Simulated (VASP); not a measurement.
Wanted: the native input for a VASP 6.6.1 run.

| Property | Result |
| --- | --- |
| Task | relaxation of cell and atoms |
| Functional | PBE |
| Potentials or basis | VASP PAW PBE potentials, release 64 (Si) |
| Cutoff | 600 eV |
| k mesh | 17 × 17 × 17 |
| Occupations | fermi-dirac, width 0.05 eV |
| Spin | no spin polarisation |
| Dipole correction | no |
| Further INCAR settings | ALGO = Normal; EDIFF = 1e-07; IBRION = 2; EDIFFG = -0.005; NSW = 60; ISIF = 3 |

The structure of Si lies in POSCAR:

```
Si
1.0
    0.0000000000      2.0000000000      2.0000000000
    2.0000000000      0.0000000000      2.0000000000
    2.0000000000      2.0000000000      0.0000000000
Si
1
Direct
    0.0000000000      0.0000000000      0.0000000000
```

One way to write it, as run:

INCAR

```
PREC = Accurate
ENCUT = 600
EDIFF = 1E-7
ISMEAR = -1
SIGMA = 0.05
LREAL = False
LASPH = True
NELM = 100
ALGO = Normal
ISIF = 3
LWAVE = False
LCHARG = False
GGA = PE
IBRION = 2
NSW = 60
EDIFFG = -0.005
```

KPOINTS

```
regular mesh
0
Gamma
  17 17 17
```

Potentials or basis: VASP PAW PBE potentials, release 64 (Si).

Command:

```sh
$ cat potpaw_PBE.64/Si/POTCAR > POTCAR
$ mpirun -np 1 vasp_std > vasp.out
```

Results of the run:

| Item | Value |
| --- | --- |
| Relaxed volume | 14.50 Å³/atom |
| Relaxed cell | a = 2.737 Å, b = 2.737 Å, c = 2.737 Å, α = 60.00°, β = 60.00°, γ = 60.00° |
| Space group after relaxing (to 0.05 Å) | Fm-3m (No. 225) |
| Energy gained by relaxing | 31.1 meV/atom |
| Ionic steps | 3 |
| Pressure after relaxing | 0.0 GPa |
| Band gap on the k mesh | zero (band 2 reaches 21.26 eV, above the bottom of band 3 at 7.19 eV) |

Wall time 12 s on 1 thread of Intel(R) Xeon(R) 6975P-C (Granite Rapids), on a shared host, peak memory 0.14 GiB.
